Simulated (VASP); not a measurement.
# Cr (P6_3/mmc) in VASP: a series of runs

Cr is run at these levels: PBE; tasks: single point, relaxation of cell and atoms.

All numbers are computed with VASP 6.6.1; they aren't measurements. Logs are shortened: lines on timing, memory, paths and dates and some standing lists are left out, and cuts for length are marked.

**1. The cell of the first run**

The structure is hexagonal, space group P6_3/mmc (No. 194). The conventional cell has a = 2.613 Å, b = 2.613 Å, c = 8.221 Å, α = 90.00°, β = 90.00°, γ = 120.00°. Within 2.8 Å of Cr (site symmetry 3m) lie 10 Cr at 2.09 to 2.61 Å.

This isn't the form of Cr at room conditions, which is bcc.

**2. Single point, PBE**

File INCAR:

```
SYSTEM = Cr
  PREC = Accurate
  ENCUT = 700
  EDIFF = 1E-6
  ISMEAR = 0
  SIGMA = 0.1
  LREAL = .FALSE.
  LASPH = .TRUE.
  NELM = 120
  ALGO = Normal
  ISIF = 2
  LWAVE = .FALSE.
  LCHARG = .FALSE.
  GGA = PE
  NBANDS = 36
  GGA_COMPAT = .FALSE.
```

File KPOINTS:

```
Automatic mesh
0
G
  9 9 2
  0 0 0
```

File POSCAR:

```
Cr
1.0
    2.6127777593      0.0000000000      0.0000000000
   -1.3063888796      2.2627319140      0.0000000000
    0.0000000000      0.0000000000      8.2207318052
Cr
4
Direct
    0.3333333333      0.6666666667      0.3773586798
    0.6666666667      0.3333333333      0.8773586798
    0.6666666667      0.3333333333      0.6226413202
    0.3333333333      0.6666666667      0.1226413202
```

Potentials or basis: VASP PAW PBE potentials, release 64 (Cr_sv).

Command:

```sh
cat potpaw_PBE.64/Cr_sv/POTCAR > POTCAR
mpirun -np 1 vasp_std > vasp.out
```

OUTCAR:

```text
SYSTEM = Cr
   PREC = Accurate
   ENCUT = 700
   EDIFF = 1E-6
   ISMEAR = 0
   LREAL = .FALSE.
   LASPH = .TRUE.
   NELM = 120
   ISIF = 2
   GGA = PE

 ion  position               nearest neighbor table
   1  0.333  0.667  0.377-   4 2.09   3 2.52   3 2.52   3 2.52
   2  0.667  0.333  0.877-   3 2.09   4 2.52   4 2.52   4 2.52
   3  0.667  0.333  0.623-   2 2.09   1 2.52   1 2.52   1 2.52
   4  0.333  0.667  0.123-   1 2.09   2 2.52   2 2.52   2 2.52

  LATTYP: Found a hexagonal cell.
 ALAT       =     2.6127777593
 C/A-ratio  =     3.1463570814

  Lattice vectors:

 A1 = (   2.6127777593,   0.0000000000,   0.0000000000)
 A2 = (  -1.3063888796,   2.2627319140,   0.0000000000)
 A3 = (   0.0000000000,   0.0000000000,   8.2207318052)

Analysis of symmetry for initial positions (statically):
=====================================================================
 Subroutine PRICEL returns:
 Original cell was already a primitive cell.

 Routine SETGRP: Setting up the symmetry group for a
 hexagonal supercell.

 Subroutine GETGRP returns: Found 24 space group operations
 (whereof 12 operations were pure point group operations)
 out of a pool of 24 trial point group operations.

The static configuration has the point symmetry D_3d.
 The point group associated with its full space group is D_6h.

Analysis of symmetry for dynamics (positions and initial velocities):
=====================================================================
 Subroutine PRICEL returns:
 Original cell was already a primitive cell.

 Routine SETGRP: Setting up the symmetry group for a
 hexagonal supercell.

 Subroutine GETGRP returns: Found 24 space group operations
 (whereof 12 operations were pure point group operations)
 out of a pool of 24 trial point group operations.

The dynamic configuration has the point symmetry D_3d.
 The point group associated with its full space group is D_6h.

 Subroutine INISYM returns: Found 24 space group operations
 (whereof 12 operations are pure point group operations),
 and found     1 'primitive' translations

----------------------------------------------------------------------------------------

                                     Primitive cell

  volume of cell :      48.6011

  direct lattice vectors                    reciprocal lattice vectors
     2.612777759  0.000000000  0.000000000     0.382734428  0.220971825  0.000000000
    -1.306388880  2.262731914  0.000000000     0.000000000  0.441943650  0.000000000
     0.000000000  0.000000000  8.220731805     0.000000000  0.000000000  0.121643672
[... 88 lines left out ...]
   LREAL  =      F    real-space projection
   EDIFFG = 0.1E-04   stopping-criterion for IOM
   NSW    =      0    number of steps for IOM
   IBRION =     -1    ionic relax: 0-MD 1-quasi-New 2-CG
   NFREE  =      0    steps in history (QN), initial steepest desc. (CG)
   ISIF   =      2    stress and relaxation
   ISYM   =      2    0-nonsym 1-usesym 2-fastsym
   POTIM  = 0.5000    time-step for ionic-motion
   TEBEG  =    0.0;   TEEND  =   0.0 temperature during run
   PSTRESS=    0.0 pullay stress
   NELECT =      56.0000    total number of electrons
   NUPDOWN=      -1.0000    fix difference up-down
   EMIN   =  10.00;   EMAX   =-10.00  energy-range for DOS
   EFERMI =   0.00;   METHOD = LEGACY
   ISMEAR =     0;   SIGMA  =   0.10  broadening in eV -4-tet -1-fermi 0-gaus
   EFERMI_NEDOS =   21; number of points for ismear=-14 and -15
   IALGO  =     38    algorithm
   IMIX   =      4    mixing-type and parameters
     AMIX     =   0.40;   BMIX     =  1.00
     AMIX_MAG =   1.60;   BMIX_MAG =  1.00
  volume/ion in A,a.u.               =      12.15        81.99
  Fermi-wavevector in a.u.,A,eV,Ry     =   1.716283  3.243304 40.077679  2.945626
  Thomas-Fermi vector in A             =   2.793498
   LORBIT       =      0    0 simple, 1 ext, 2 COOP (PROOUT), +10 PAW based schemes
   GGA     = PE    functional components
   LHFCALC =     F    Hartree Fock is set to
   AEXX    =    0.0000 exact exchange contribution
   IVDW    =     0    specifies the selected vdW correction
   LEPSILON=     F    determine dielectric tensor
   LRPA    =     F    only Hartree local field effects (RPA)
 non-spin polarized calculation
 Gauss-broadening in eV      SIGMA  =   0.10
  energy-cutoff  :      700.00
  volume of cell :       48.60
 maximum number of plane-waves:      2065
 NGX is ok and might be reduce to    24
   NGX = 11   NGY = 11   NGZ = 35

 number of electron      56.0000002 magnetization

 Free energy of the ion-electron system (eV)
  ---------------------------------------------------
  ext. energy  EPLUGINS =         0.00000000
  ---------------------------------------------------
  free energy    TOTEN  =       -35.80857006 eV

  energy without entropy =      -35.77992252  energy(sigma->0) =      -35.79424629

 E-fermi :  13.2006     XC(G=0): -13.3605

 val. band max:       13.1909995227   @ k =   0.1111  -0.0000   0.5000
 cond. band min:      13.2140526221   @ k =   0.2222  -0.0000   0.5000
 fundamental gap:      0.0230530995
 Fermi energy:        13.2005911859

 k-point     1 :       0.0000    0.0000    0.0000
  band No.  band energies     occupation
      1     -58.5204      2.00000
      2     -58.4178      2.00000
      3     -58.2728      2.00000
      4     -58.1658      2.00000
      5     -30.6035      2.00000
      6     -30.1445      2.00000
[... 925 lines left out ...]
     35      16.0024      0.00000
     36      16.0024      0.00000

------------------------ aborting loop because EDIFF is reached ----------------------------------------

  FORCE on cell =-STRESS in cart. coord.  units (eV):
  Direction    XX          YY          ZZ          XY          YZ          ZX
  --------------------------------------------------------------------------------------
  -------------------------------------------------------------------------------------
  Total       -0.2850336     -0.2850336     -0.1570806     -0.0000000      0.0000000      0.0000000
  in kB       -9.3963795     -9.3963795     -5.1782973     -0.0000000      0.0000000      0.0000000
  external PRESSURE =      -7.9903521 kB  Pullay stress =       0.0000000 kB

 VOLUME and BASIS-vectors are now :
 -----------------------------------------------------------------------------
  energy-cutoff  :      700.00
  volume of cell :       48.60
      direct lattice vectors                 reciprocal lattice vectors
     2.612777759  0.000000000  0.000000000     0.382734428  0.220971825  0.000000000
    -1.306388880  2.262731914  0.000000000     0.000000000  0.441943650  0.000000000
     0.000000000  0.000000000  8.220731805     0.000000000  0.000000000  0.121643672

 POSITION                                       TOTAL-FORCE (eV/Angst)
 -----------------------------------------------------------------------------------
     -0.00000      1.50849      3.10216        -0.000000      0.000000      0.025690
      1.30639      0.75424      7.21253         0.000000     -0.000000      0.025690
      1.30639      0.75424      5.11857         0.000000     -0.000000     -0.025690
     -0.00000      1.50849      1.00820        -0.000000      0.000000     -0.025690
 -----------------------------------------------------------------------------------
    total drift:                               -0.000000      0.000000     -0.000000

  FREE ENERGIE OF THE ION-ELECTRON SYSTEM (eV)
  ---------------------------------------------------
  free  energy   TOTEN  =       -35.8085700586 eV

  energy  without entropy=      -35.7799225191  energy(sigma->0) =      -35.79424629
```

OSZICAR:

```text
N       E                     dE             d eps       ncg     rms          rms(c)
DAV:   1     0.144503264419E+04    0.14450E+04   -0.35115E+04  2204   0.667E+03
DAV:   2     0.132142736843E+03   -0.13129E+04   -0.12902E+04  2124   0.123E+03
DAV:   3    -0.135410386497E+02   -0.14568E+03   -0.14057E+03  2164   0.493E+02
DAV:   4    -0.334200301506E+02   -0.19879E+02   -0.19004E+02  2812   0.149E+02
DAV:   5    -0.384399534089E+02   -0.50199E+01   -0.49488E+01  3300   0.551E+01    0.242E+01
DAV:   6    -0.347676363995E+02    0.36723E+01   -0.43896E+01  2996   0.919E+01    0.554E+00
DAV:   7    -0.354058239836E+02   -0.63819E+00   -0.73996E+00  3276   0.226E+01    0.396E+00
DAV:   8    -0.356806887115E+02   -0.27486E+00   -0.25095E+00  3168   0.104E+01    0.355E-01
DAV:   9    -0.357810811282E+02   -0.10039E+00   -0.10224E+00  3236   0.445E+00    0.465E-01
DAV:  10    -0.358016696090E+02   -0.20588E-01   -0.20214E-01  3116   0.203E+00    0.325E-01
DAV:  11    -0.358069424938E+02   -0.52729E-02   -0.52512E-02  3112   0.869E-01    0.976E-02
DAV:  12    -0.358081403121E+02   -0.11978E-02   -0.12110E-02  3172   0.493E-01    0.227E-02
DAV:  13    -0.358084744386E+02   -0.33413E-03   -0.32146E-03  2752   0.166E-01    0.100E-02
DAV:  14    -0.358085447062E+02   -0.70268E-04   -0.66451E-04  2360   0.890E-02    0.386E-03
DAV:  15    -0.358085640015E+02   -0.19295E-04   -0.16619E-04  2000   0.360E-02    0.528E-03
DAV:  16    -0.358085678349E+02   -0.38334E-05   -0.41951E-05  1648   0.241E-02    0.137E-03
DAV:  17    -0.358085698107E+02   -0.19758E-05   -0.11353E-05  1556   0.117E-02    0.153E-03
DAV:  18    -0.358085700586E+02   -0.24781E-06   -0.32138E-06  1328   0.862E-03
   1 F= -.35808570E+02 E0= -.35794246E+02  d E =-.286475E-01
```

stdout:

```text
POSCAR found type information on POSCAR Cr
 POSCAR found :  1 types and       4 ions
 scaLAPACK will be used
 LDA part: xc-table for (Slater+PW92), standard interpolation
 POSCAR, INCAR and KPOINTS ok, starting setup
 FFT: planning ... GRIDC
 FFT: planning ... GRID_SOFT
 FFT: planning ... GRID
 WAVECAR not read
 entering main loop
```

Wall time 2.3 min (1 thread of AMD EPYC 7R43 (Zen 3), shared host); peak memory 0.17 GiB.

What came out:

* Free energy: -35.8086 eV
* Pressure: -0.8 GPa
* Largest force: 0.026 eV/Å
* Band gap on the k mesh: zero (bands 28 and 29 overlap by 0.74 eV)

Forces in eV/Å, atoms in the order of the input:
```
Cr   0.000  0.000  0.026
Cr   0.000  0.000  0.026
Cr   0.000  0.000 -0.026
Cr   0.000  0.000 -0.026
```

Stress tensor (GPa, compression positive):
```
-0.94  0.00  0.00
 0.00 -0.94  0.00
 0.00  0.00 -0.52
```

Caveat: the k points lie up to 0.38 Å⁻¹ apart, too coarse for converged energies and pressures of a metal; the run has no spin polarisation, though such a crystal can be magnetic.

**3. Relaxation of cell and atoms, PBE**

This run uses another cell than the first one, of 14.10 Å³/atom.

File INCAR:

```
ALGO = Normal
EDIFF = 1E-7
EDIFFG = -0.04
ENCUT = 700
GGA = PE
GGA_COMPAT = F
IBRION = 2
ISIF = 3
ISMEAR = 0
LASPH = T
LCHARG = F
LREAL = F
LWAVE = F
NELM = 120
NELMIN = 4
NSW = 90
PREC = Accurate
SIGMA = 0.1
```

File KPOINTS:

```
k-points
0
Gamma
  6 6 2
```

File POSCAR:

```
Cr
1.0
    2.8812770771      0.0000000000      0.0000000000
   -1.4406385386      2.4952591441      0.0000000000
    0.0000000000      0.0000000000      7.8473806572
Cr
4
Direct
    0.0000000000      0.0000000000      0.2500000000
    0.0000000000      0.0000000000      0.7500000000
    0.3333333333      0.6666666667      0.7500000000
    0.6666666667      0.3333333333      0.2500000000
```

Potentials or basis: VASP PAW PBE potentials, release 64 (Cr_sv).

Command:

```sh
cat potpaw_PBE.64/Cr_sv/POTCAR > POTCAR
mpirun -np 1 vasp_std > vasp.out
```

OUTCAR:

```text
EDIFF = 1E-7
   EDIFFG = -0.04
   ENCUT = 700
   GGA = PE
   IBRION = 2
   ISIF = 3
   ISMEAR = 0
   LASPH = T
   LREAL = F
   NELM = 120
   NELMIN = 4
   NSW = 90
   PREC = Accurate

 ion  position               nearest neighbor table
   1  0.000  0.000  0.250-   4 1.66   4 1.66   4 1.66
   2  0.000  0.000  0.750-   3 1.66   3 1.66   3 1.66
   3  0.333  0.667  0.750-   2 1.66   2 1.66   2 1.66
   4  0.667  0.333  0.250-   1 1.66   1 1.66   1 1.66

  LATTYP: Found a hexagonal cell.
 ALAT       =     2.8812770771
 C/A-ratio  =     2.7235772358

  Lattice vectors:

 A1 = (   2.8812770771,   0.0000000000,   0.0000000000)
 A2 = (  -1.4406385386,   2.4952591441,   0.0000000000)
 A3 = (   0.0000000000,   0.0000000000,   7.8473806572)

Analysis of symmetry for initial positions (statically):
=====================================================================
 Subroutine PRICEL returns:
 Original cell was already a primitive cell.

 Routine SETGRP: Setting up the symmetry group for a
 hexagonal supercell.

 Subroutine GETGRP returns: Found 24 space group operations
 (whereof 12 operations were pure point group operations)
[... 152 lines left out ...]

 number of electron      55.9999982 magnetization

 Free energy of the ion-electron system (eV)
  ---------------------------------------------------
  ext. energy  EPLUGINS =         0.00000000
  ---------------------------------------------------
  free energy    TOTEN  =       -16.92357278 eV

  energy without entropy =      -16.89677524  energy(sigma->0) =      -16.91017401

------------------------ aborting loop because EDIFF is reached ----------------------------------------

  FORCE on cell =-STRESS in cart. coord.  units (eV):
  Direction    XX          YY          ZZ          XY          YZ          ZX
  --------------------------------------------------------------------------------------
  -------------------------------------------------------------------------------------
  Total       67.2596825     67.2596825     -5.0410169     -0.0000000      0.0000000     -0.0000000
  in kB     1910.0291515   1910.0291515   -143.1539490     -0.0000000      0.0000000     -0.0000000
  external PRESSURE =    1225.6347847 kB  Pullay stress =       0.0000000 kB
[... 1631 lines left out ...]
     32       9.7443      0.00000
     33      11.2235      0.00000

[... ionic steps 4 to 12 ...]

--------------------------------------- Ionic step       13  -------------------------------------------

 number of electron      56.0000008 magnetization

------------------------ aborting loop because EDIFF is reached ----------------------------------------
[... 71 lines left out ...]
--------------------------------------- Ionic step       15  -------------------------------------------

 number of electron      56.0000016 magnetization

 Free energy of the ion-electron system (eV)
  ---------------------------------------------------
  ext. energy  EPLUGINS =         0.00000000
  ---------------------------------------------------
  free energy    TOTEN  =       -33.89404236 eV

  energy without entropy =      -33.88004112  energy(sigma->0) =      -33.88704174

 E-fermi :  10.9838     XC(G=0): -12.4984

 val. band max:       10.9744638406   @ k =   0.1667   0.1667   0.0000
 cond. band min:      11.0078395864   @ k =   0.3333   0.0000   0.0000
 fundamental gap:      0.0333757457
 Fermi energy:        10.9837807772
[... 533 lines left out ...]
  FREE ENERGIE OF THE ION-ELECTRON SYSTEM (eV)
  ---------------------------------------------------
  free  energy   TOTEN  =       -33.8940423605 eV

  energy  without entropy=      -33.8800411221  energy(sigma->0) =      -33.88704174

 reached required accuracy - stopping structural energy minimisation
```

CONTCAR:

```text
Cr
   1.00000000000000
     3.7894717825950877   -0.0000000000200847   -0.0000000000000000
    -1.8947358913806980    3.2817788306408260    0.0000000000000000
    -0.0000000000000000    0.0000000000000000    4.4262831385966148
  Cr
     4
Direct
     0.0000000000000000    0.0000000000000000    0.2500000000000000
     0.0000000000000000    0.0000000000000000    0.7500000000000000
     0.3333333332999970    0.6666666667000030    0.7500000000000000
     0.6666666667000030    0.3333333332999970    0.2500000000000000

  0.00000000E+00  0.00000000E+00  0.00000000E+00
  0.00000000E+00  0.00000000E+00  0.00000000E+00
  0.00000000E+00  0.00000000E+00  0.00000000E+00
  0.00000000E+00  0.00000000E+00  0.00000000E+00
```

Run time: 40 min. Hardware: 1 thread of Intel Xeon Platinum 8259CL at 2.50GHz (Skylake/Cascade Lake), shared host; peak memory 0.23 GiB.

What came out:

```
Free energy                           : -33.8940 eV
Relaxed volume                        : 13.76 Å³/atom
Relaxed cell                          : a = 3.789 Å, b = 3.789 Å, c = 4.426 Å, α = 90.00°, β = 90.00°, γ = 120.00°
Space group after relaxing (to 0.1 Å) : P6_3/mmc (No. 194)
Pressure after relaxing               : 0.0 GPa
Band gap on the k mesh                : zero (bands 28 and 29 overlap by 0.20 eV)
```

Final structure:
```cif
data_structure
_symmetry_space_group_name_H-M 'P 1'
_symmetry_Int_Tables_number 1
_cell_length_a 3.7895
_cell_length_b 3.7895
_cell_length_c 4.4263
_cell_angle_alpha 90.000
_cell_angle_beta 90.000
_cell_angle_gamma 120.000
_cell_volume 55.05
loop_
_atom_site_label
_atom_site_type_symbol
_atom_site_fract_x
_atom_site_fract_y
_atom_site_fract_z
_atom_site_occupancy
Cr1 Cr 0.00000 0.00000 0.25000 1
Cr2 Cr 0.00000 0.00000 0.75000 1
Cr3 Cr 0.33333 0.66667 0.75000 1
Cr4 Cr 0.66667 0.33333 0.25000 1
```

Caveat: the k points lie up to 0.71 Å⁻¹ apart in the final cell; a cell axis changed by over 15 % at a fixed basis, so the end point is rough; the run has no spin polarisation, though such a crystal can be magnetic. Spin polarisation is off, so any magnetic state and its effect on volume and gap are missing.

The gap in the log of VASP goes by the Fermi energy; the results here count the filled bands.